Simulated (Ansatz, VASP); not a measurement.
HfO2 in VASP and in Ansatz

Contents of INCAR:

```
SYSTEM = HfO2
  PREC = Accurate
  ENCUT = 600
  EDIFF = 1E-6
  ISMEAR = 0
  SIGMA = 0.1
  LREAL = .FALSE.
  LASPH = .TRUE.
  NELM = 120
  ALGO = Normal
  ISIF = 2
  LWAVE = .FALSE.
  LCHARG = .FALSE.
  GGA = PS
  NBANDS = 31
  GGA_COMPAT = .FALSE.
```

File KPOINTS:

```
regular mesh
0
G
  6 6 4
  0 0 0
```

File POSCAR:

```
HfO2
1.0
    3.8420338626      0.0000000000      0.0000000000
    0.0000000000      3.8420338626      0.0000000000
    0.0000000000      0.0000000000      4.7534858129
Hf O
2 4
Direct
    0.0000000000      0.0000000000      0.0000000000
    0.5000000000      0.5000000000      0.5000000000
    0.0000000000      0.5000000000      0.2900000000
    0.5000000000      0.0000000000      0.2100000000
    0.5000000000      1.0000000000      0.7100000000
    0.0000000000      0.5000000000      0.7900000000
```

Input for Ansatz:

```yaml
crystal:
  lattice:
    - [3.8420338626, 0.0, 0.0]
    - [0.0, 3.8420338626, 0.0]
    - [0.0, 0.0, 4.7534858129]
  atoms:
    - { symbol: Hf, position: [0.0, 0.0, 0.0] }
    - { symbol: O, position: [0.0, 0.5, 0.29] }
    - { symbol: O, position: [0.5, 0.0, 0.21] }
    - { symbol: Hf, position: [0.5, 0.5, 0.5] }
    - { symbol: O, position: [0.5, 1.0, 0.71] }
    - { symbol: O, position: [0.0, 0.5, 0.79] }
basis:
  ecutwfc: 420
kpoints:
  mp_grid: { grid: [6, 6, 4] }
hamiltonian:
  xc: pbesol
  pseudopotentials: { kind: paw, azcp: { folder: soft_1 } }
scf:
  occupations: { method: gaussian, width: 0.1 }
output:
  forces: true
  stress: true
  eigenvalues: true
```

Alike in both runs: task single point; functional PBEsol; k mesh 6 × 6 × 4; occupations gaussian, width 0.1 eV; no spin polarisation.

|  | VASP | Ansatz |
| --- | --- | --- |
| version | VASP 6.6.1 | Ansatz 0.2.0 |
| potentials or method | VASP PAW PBE potentials, release 64 (Hf_pv, O), cutoff 600 eV | scalar-relativistic, plane waves, PAW |
| valence electrons in the cell | 44 | 76 |

VASP gave:

```
gap on the k mesh at the Fermi level (eV) : 2.22
least direct gap on the mesh (eV)         : 2.22
pressure (GPa)                            : -20.0
rms of the force components (eV/Å)        : 0.053
```

Question: What did Ansatz give for the same quantities?

Answer: gap on the k mesh at the Fermi level (eV): 2.25; least direct gap on the mesh (eV): 2.25; pressure (GPa): -16.9; rms of the force components (eV/Å): 0.043.

VASP's potentials were made for PBE, not for PBEsol, and Ansatz warns of the same on its side. The functional is the same, so the differences come from potentials, cutoffs and numerics. VASP's potentials hold 44 valence electrons a cell and Ansatz's 76, so a difference there can come from the potentials and not from the codes.

Neither program's run includes spin-orbit coupling.
